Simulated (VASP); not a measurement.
**Tb4WO: single point with PBE**

Tb4WO:

```xyz
6
Lattice="4.4097 0.0000 0.0000 -2.2048 3.8189 0.0000 0.0000 0.0000 9.1706" Properties=species:S:1:pos:R:3 pbc="T T T"
Tb    0.0000    2.5459    2.9878
Tb    0.0000    2.5459    6.1828
Tb    2.2048    1.2730    0.0000
Tb    0.0000    2.5459    0.0000
W     2.2048    1.2730    4.5853
O     0.0000    0.0000    4.5853
```

The cell was built from a structure type or drawn by symmetry, and may not be a known phase.

```json
{
  "Program": "VASP 6.6.1",
  "Task": "single point",
  "Functional": "PBE",
  "Potentials or basis": "VASP PAW PBE potentials, release 64 (Tb_3, W_sv, O), 4f in core",
  "Cutoff": "600 eV",
  "k mesh": "4 × 4 × 3",
  "Occupations": "gaussian, width 0.2 eV",
  "Spin": "no spin polarisation"
}
```

```
Pressure               : 0.6 GPa
Largest force          : 0.012 eV/Å
Band gap on the k mesh : zero (bands 28 and 29 overlap by 0.33 eV)
```

Forces on the atoms (eV/Å):
```
Tb   0.000  0.000  0.012
Tb   0.000  0.000 -0.012
Tb   0.000  0.000  0.000
Tb   0.000  0.000  0.000
W    0.000  0.000  0.000
O    0.000  0.000  0.000
```

Levels at points of the mesh, in eV from the Fermi level:
```csv
k point,band 25,band 26,band 27,band 28,band 29,band 30,band 31,band 32
"(0.00, 0.00, 0.00)",-0.90,-0.47,-0.05,-0.05,0.20,0.20,0.22,1.92
"(0.50, 0.00, 0.00)",-0.87,-0.34,-0.31,-0.23,0.07,0.11,0.47,0.95
```

Run time: 75 s on 1 thread of Intel(R) Xeon(R) Platinum 8488C (Sapphire Rapids) (shared host), peak memory 0.33 GiB.

Caveat: the k points lie up to 0.41 Å⁻¹ apart; spin-orbit coupling is left out, which moves the levels of the heavy elements; the 4f electrons are frozen in the core, so they carry no moment and show no levels; the run has no spin polarisation, though such a crystal can be magnetic. Spin polarisation is off, so any magnetic state and its effect on volume and gap are missing.
